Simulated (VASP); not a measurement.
AlN: single point with PBEsol

AlN:

```
Al N
1.0
     3.26180    0.00000    0.00000
    -1.63090    2.82480    0.00000
     0.00000    0.00000    4.26420
Al N
2 2
Direct
  0.33333 0.66667 0.75000
  0.66667 0.33333 0.25000
  0.33333 0.66667 0.25000
  0.66667 0.33333 0.75000
```

- Program: VASP 6.6.1
- Task: single point
- Functional: PBEsol
- Potentials or basis: VASP PAW PBE potentials, release 64 (Al, N)
- Cutoff: 520 eV
- k mesh: 9 × 9 × 6
- Occupations: gaussian, width 0.05 eV
- Spin: no spin polarisation
- Dipole correction: no
- Further INCAR settings: ALGO = Normal; EDIFF = 1e-06; NBANDS = 16

- Pressure: 0.5 GPa
- Band gap on the k mesh: 3.20 eV, direct

Stress tensor (GPa, compression positive):
```
 3.08  0.00  0.00
 0.00  3.08  0.00
 0.00  0.00 -4.80
```

Levels at points of the mesh, in eV from the valence-band top:
| k point | band 5 | band 6 | band 7 | band 8 | band 9 | band 10 | band 11 | band 12 |
| --- | --- | --- | --- | --- | --- | --- | --- | --- |
| (0.00, 0.00, 0.00) | -3.33 | -1.82 | -1.82 | 0.00 | 3.20 | 4.49 | 8.29 | 8.29 |
| (0.00, 0.00, 0.50) | -2.61 | -2.61 | -2.61 | -2.61 | 5.57 | 5.57 | 8.51 | 8.51 |

Wall time 33 s on 1 thread of Intel(R) Xeon(R) Platinum 8259CL CPU @ 2.50GHz (Skylake/Cascade Lake), on a shared host, peak memory 0.15 GiB.

Caveat: the PAW data sets were made with another functional, which shifts forces and pressure a little. As with any semilocal functional, this PBEsol gap is likely too small.
